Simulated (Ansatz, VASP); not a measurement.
One calculation of CO2, two programs

```
CELL_PARAMETERS angstrom
2.33432 0.00000 0.00000
0.00000 2.33432 0.00000
0.00000 0.00000 10.06520
ATOMIC_POSITIONS crystal
C 0.00000 0.00000 0.00000
C 0.50000 0.50000 0.50000
O 0.00000 0.50000 0.08193
O 0.00000 0.50000 0.58193
O 0.50000 0.00000 0.41807
O 0.50000 0.00000 0.91807
```

Alike in both runs: functional PBE; k mesh 6 × 6 × 4; occupations gaussian, width 0.1 eV; collinear spin.

Ansatz relaxed the structure, and its values are those at the end. VASP's run is a single point on that final structure, the one shown.

```csv
,VASP,Ansatz
version,VASP 6.6.1,Ansatz 0.2.0
potentials or method,"VASP PAW PBE potentials, release 64 (C, O), cutoff 520 eV","scalar-relativistic, plane waves, PAW"
valence electrons in the cell,32,32
```

|  | VASP | Ansatz | Ansatz less VASP |
| --- | --- | --- | --- |
| gap on the k mesh at the Fermi level (eV) | 3.88 | 3.93 | +0.045 |
| least direct gap on the mesh (eV) | 4.30 | 4.34 | +0.042 |
| pressure (GPa) | 1.5 | 0.1 | -1.45 |
| rms of the force components (eV/Å) | 0.068 | 0.002 | -0.0652 |
| net moment per atom (μB) | 0.00 | 0.00 | 0.000 |

Ansatz's warnings: seeded moment not kept.

The k mesh is coarse, so the values compare programs but aren't converged.
